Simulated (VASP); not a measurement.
Write the native input for VASP 6.6.1 that does the following.

* Task: single point
* Functional: r2SCAN
* Potentials or basis: VASP PAW PBE potentials, release 64 (B, P)
* Cutoff: 520 eV
* k mesh: 10 × 10 × 10
* Occupations: gaussian, width 0.02 eV
* Spin: no spin polarisation
* Dipole correction: no
* Further INCAR settings: ALGO = Normal; EDIFF = 1e-07; NBANDS = 11

BP:

```
B P
1.0
     0.00000    2.26827    2.26827
     2.26827    0.00000    2.26827
     2.26827    2.26827    0.00000
B P
1 1
Cartesian
  0.0000 0.0000 0.0000
  1.1341 1.1341 1.1341
```

These files were run (other wordings do the same):

POSCAR

```
BP
1.0
    0.0000000000      2.2682668071      2.2682668071
    2.2682668071      0.0000000000      2.2682668071
    2.2682668071      2.2682668071      0.0000000000
B P
1 1
Direct
    0.0000000000      0.0000000000      0.0000000000
    0.2500000000      0.2500000000      0.2500000000
```

INCAR.step1

```
SYSTEM = BP
PREC = Accurate
ENCUT = 520
ISMEAR = 0
SIGMA = 0.02
LREAL = .FALSE.
LASPH = .TRUE.
NELM = 80
NBANDS = 11
GGA = PE
ALGO = Normal
EDIFF = 1E-4
LWAVE = .TRUE.
LCHARG = .FALSE.
```

INCAR.step2

```
SYSTEM = BP
PREC = Accurate
ENCUT = 520
EDIFF = 1E-7
ISMEAR = 0
SIGMA = 0.02
LREAL = .FALSE.
LASPH = .TRUE.
NELM = 80
ALGO = Normal
ISIF = 2
LWAVE = .FALSE.
LCHARG = .FALSE.
METAGGA = R2SCAN
LMIXTAU = .TRUE.
NBANDS = 11
ISTART = 1
```

KPOINTS

```
Automatic mesh
0
G
  10 10 10
  0 0 0
```

Potentials or basis: VASP PAW PBE potentials, release 64 (B, P).

Command:

```bash
$ cat potpaw_PBE.64/B/POTCAR potpaw_PBE.64/P/POTCAR > POTCAR
$ cp INCAR.step1 INCAR
$ mpirun -np 1 vasp_std > vasp.out
$ cp INCAR.step2 INCAR
$ mpirun -np 1 vasp_std > vasp.out
```

It gave:

- Pressure: -0.5 GPa
- Band gap on the k mesh: 1.45 eV (least direct gap 3.64 eV)

Caveat: the PAW data sets were made with another functional, which shifts forces and pressure a little.

Run time: 17 s on 1 thread of Intel(R) Xeon(R) 6975P-C (Granite Rapids), on a shared host, peak memory 0.14 GiB.
